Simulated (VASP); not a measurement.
**TaN: single point with PBE**

Crystal: TaN.

```
Ta N
1.0
     2.92177    0.00000    0.00000
    -1.46088    2.53033    0.00000
     0.00000    0.00000    5.91652
Ta N
2 2
Direct
  0.00000 0.00000 0.50000
  0.00000 0.00000 0.00000
  0.33333 0.66667 0.25000
  0.66667 0.33333 0.75000
```

* Program: VASP 6.6.1
* Task: single point
* Functional: PBE
* Potentials or basis: VASP PAW PBE potentials, release 64 (Ta_pv, N)
* Cutoff: 520 eV
* k mesh: 10 × 10 × 5
* Occupations: gaussian, width 0.027 eV
* Spin: no spin polarisation

```
Pressure               : -0.4 GPa
Band gap on the k mesh : zero (band 16 reaches 8.71 eV, above the bottom of band 17 at 7.89 eV)
```

Stress tensor (GPa, compression positive):
```
-0.46  0.00  0.00
 0.00 -0.46  0.00
 0.00  0.00 -0.23
```

Levels at points of the mesh, in eV from the Fermi level:
| k point | band 13 | band 14 | band 15 | band 16 | band 17 | band 18 | band 19 | band 20 |
| --- | --- | --- | --- | --- | --- | --- | --- | --- |
| (0.00, 0.00, 0.00) | -3.47 | -1.97 | -1.97 | -0.21 | -0.21 | 0.58 | 0.58 | 2.36 |
| (0.50, 0.00, 0.00) | -4.12 | -3.67 | -2.78 | -2.09 | 2.85 | 3.95 | 4.81 | 5.14 |

Wall time 32 s on 1 thread of Intel(R) Xeon(R) Platinum 8259CL CPU @ 2.50GHz (Skylake/Cascade Lake), on a shared host, peak memory 0.19 GiB.

Caveat: spin-orbit coupling is left out, which moves the levels of the heavy elements.
